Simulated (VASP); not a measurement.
Input of a VASP 6.6.1 run:

INCAR

```
ALGO     = Normal         # electronic algorithm
EDIFF    = 1E-7           # SCF threshold, eV
ENCUT    = 520            # plane-wave cutoff, eV
GGA      = PE             # functional
ISIF     = 2              # what is computed and relaxed
ISMEAR   = 0              # smearing method
LASPH    = T              # aspherical terms in the spheres
LCHARG   = F              # write CHGCAR
LREAL    = F              # projectors in reciprocal space
LWAVE    = F              # write WAVECAR
NBANDS   = 45             # bands
NELM     = 80             # most SCF steps
PREC     = Accurate       # precision mode
SIGMA    = 0.1            # smearing width, eV
```

The input KPOINTS:

```
k-points
0
Gamma
  6 6 2
```

Contents of POSCAR:

```
InAg2F5
1.0
    4.5739483665     -0.0000000029      0.0000000000
   -2.2869741807      3.9611554825      0.0000000000
    0.0000000000      0.0000000000      6.4675462467
In Ag F
1 2 5
Direct
    0.0000000000      0.0000000000      0.5000000000
    0.3333333333      0.6666666667      0.0000000000
    0.6666666667      0.3333333333      0.0000000000
    0.3333333333      0.6666666667      0.6841078909
    0.6666666667      0.3333333333      0.6841078909
    0.6666666667      0.3333333333      0.3158921091
    0.3333333333      0.6666666667      0.3158921091
    0.0000000000      0.0000000000      0.0000000000
```

Potentials or basis: VASP PAW PBE potentials, release 64 (In_d, Ag, F).

Launch:

```console
$ cat potpaw_PBE.64/In_d/POTCAR potpaw_PBE.64/Ag/POTCAR potpaw_PBE.64/F/POTCAR > POTCAR
$ mpirun -np 1 vasp_std > vasp.out
```

(1) What does it give for the band gap on the k mesh?

(2) What does it give for the largest force?

(3) What does it give for the pressure?

Results:

(1) zero (band 35 reaches 2.66 eV, above the bottom of band 36 at 2.27 eV).

(2) 0.038 eV/Å.

(3) -0.3 GPa.

Caveat: the k points lie up to 0.49 Å⁻¹ apart; spin-orbit coupling is left out, which moves the levels of the heavy elements.
